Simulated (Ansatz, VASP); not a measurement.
**Si in VASP and in Ansatz**

Contents of INCAR:

```
SYSTEM = Si
ALGO = Normal
EDIFF = 1E-6
ENCUT = 520
ISIF = 2
ISMEAR = 0
LASPH = .True.
LCHARG = .False.
LREAL = .False.
LWAVE = .False.
NBANDS = 26
NELM = 80
PREC = Accurate
SIGMA = 0.15
```

The input KPOINTS:

```
k-points
0
Gamma
  10 10 8
  0 0 0
```

The input POSCAR:

```
Si
1.0
    4.5521371120     -2.4347064072      0.0000000000
    4.5521371120      2.4347064072      0.0000000000
    0.0000000000      0.0000000000      5.4608395717
Si
8
Direct
    0.5000000000      0.5000000000      0.7705063097
    0.5000000000      0.5000000000      0.2294936903
    1.0000000000      0.0000000000      0.2705063097
    0.0000000000      1.0000000000      0.7294936903
    0.7262158285      0.7262158285      0.5000000000
    0.2262158285      0.2262158285      0.0000000000
    0.2737841715      0.2737841715      0.5000000000
    0.7737841715      0.7737841715      0.0000000000
```

Input for Ansatz:

```yaml
crystal:
  lattice:
    - [4.552137112, -2.4347064072, 0.0]
    - [4.552137112, 2.4347064072, 0.0]
    - [0.0, 0.0, 5.4608395717]
  atoms:
    - { symbol: Si, position: [0.5, 0.5, 0.7705063097] }
    - { symbol: Si, position: [0.5, 0.5, 0.2294936903] }
    - { symbol: Si, position: [1.0, 0.0, 0.2705063097] }
    - { symbol: Si, position: [0.0, 1.0, 0.7294936903] }
    - { symbol: Si, position: [0.7262158285, 0.7262158285, 0.5] }
    - { symbol: Si, position: [0.2262158285, 0.2262158285, 0.0] }
    - { symbol: Si, position: [0.2737841715, 0.2737841715, 0.5] }
    - { symbol: Si, position: [0.7737841715, 0.7737841715, 0.0] }
basis:
  ecutwfc: 420
kpoints:
  mp_grid: { grid: [10, 10, 8] }
hamiltonian:
  xc: lda
scf:
  occupations: { method: gaussian, width: 0.15 }
output:
  forces: true
  stress: true
  eigenvalues: true
```

Change from the starting cell: strain +0.0250 x Voigt [0, 0, 1, 0, 0, 0], atoms carried along.

Alike in both runs: task single point; functional LDA; k mesh 10 × 10 × 8; occupations gaussian, width 0.15 eV; no spin polarisation.

|  | VASP | Ansatz |
| --- | --- | --- |
| version | VASP 6.6.1 | Ansatz 0.2.0 |
| potentials or method | VASP PAW LDA potentials, release 64 (Si), cutoff 520 eV | scalar-relativistic, plane waves, PAW |
| valence electrons in the cell | 32 | 32 |

VASP gave:

| Item | Value |
| --- | --- |
| gap on the k mesh at the Fermi level (eV) | none |
| pressure (GPa) | -2.6 |
| traceless stress, the component that is largest in VASP (GPa) | -2.18 |
| rms of the force components (eV/Å) | 0.036 |

Question: What did Ansatz give for the same quantities?

Answer: gap on the k mesh at the Fermi level (eV): none; pressure (GPa): -2.7; traceless stress, the component that is largest in VASP (GPa): -2.17; rms of the force components (eV/Å): 0.036.

LDA's correlation is that of Perdew and Zunger in VASP and of Perdew and Wang (1992) in Ansatz. Atom by atom the forces differ by 0.001 eV/Å (rms over components). A gap of «none» marks a metal or a gap that the smearing closes.
